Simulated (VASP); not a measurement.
**TmC: single point with PBEsol**

The system is TmC.

```xyz
4
Lattice="4.1543 0.0000 0.0000 0.0000 4.1543 0.0000 0.0000 0.0000 3.2536" Properties=species:S:1:pos:R:3 pbc="T T T"
Tm    2.0771    0.0000    1.0342
Tm    0.0000    2.0771    2.2193
C     0.0000    0.0000    0.0000
C     2.0771    2.0771    0.0000
```

- Program: VASP 6.6.1
- Task: single point
- Functional: PBEsol
- Potentials or basis: VASP PAW PBE potentials, release 64 (Tm, C)
- Cutoff: 520 eV
- k mesh: 8 × 8 × 6
- Occupations: gaussian, width 0.05 eV
- Spin: collinear spin, ferromagnetic start
- Starting moments: [1.56, 1.56, 0.0, 0.0] μB
- Dipole correction: no
- k mesh for the DOS: 12 × 12 × 9
- Occupations for the DOS: tetrahedron
- Further INCAR settings: ALGO = Normal; EDIFF = 1e-06

The net moment is 2.81 μB per cell and the site moments are Tm +1.39; C -0.01 μB. The valence electrons inside the program's atomic spheres are Tm 21.29; C 2.25.

Levels at points of the mesh, in eV from the Fermi level:
Spin up:
| k point | band 24 | band 25 | band 26 | band 27 | band 28 | band 29 | band 30 | band 31 | band 32 | band 33 |
| --- | --- | --- | --- | --- | --- | --- | --- | --- | --- | --- |
| (0.00, 0.00, 0.00) | -1.12 | -1.01 | -0.99 | -0.99 | 0.67 | 1.63 | 1.74 | 1.74 | 2.97 | 4.34 |
| (0.50, 0.00, 0.00) | -1.17 | -1.07 | -1.07 | -0.60 | -0.60 | 0.33 | 0.33 | 3.57 | 3.57 | 4.30 |
| (0.50, 0.50, 0.00) | -1.22 | -1.13 | -1.13 | 0.15 | 0.15 | 1.08 | 1.08 | 3.03 | 3.03 | 3.77 |
Spin down:
```
           k point  band 22  band 23  band 24  band 25  band 26  band 27  band 28  band 29  band 30  band 31
(0.00, 0.00, 0.00)    -0.25    -0.25    -0.23    -0.23     0.06     0.06     0.92     1.74     1.91     1.91
(0.50, 0.00, 0.00)    -0.27    -0.18    -0.18     0.11     0.11     0.13     0.13     0.66     0.66     3.67
(0.50, 0.50, 0.00)    -0.35    -0.09    -0.09    -0.02    -0.02     0.49     0.49     1.38     1.38     3.14
```

It took 13 min on 1 thread of Intel(R) Xeon(R) 6975P-C (Granite Rapids) (shared host), peak memory 0.48 GiB.

Caveat: the magnetic or orbital state may not be the lowest; spin-orbit coupling is left out, which moves the levels of the heavy elements; semilocal functionals describe open f shells poorly, which spoils levels, moments and volumes. The state reached can hang on the start; a lower one may exist.
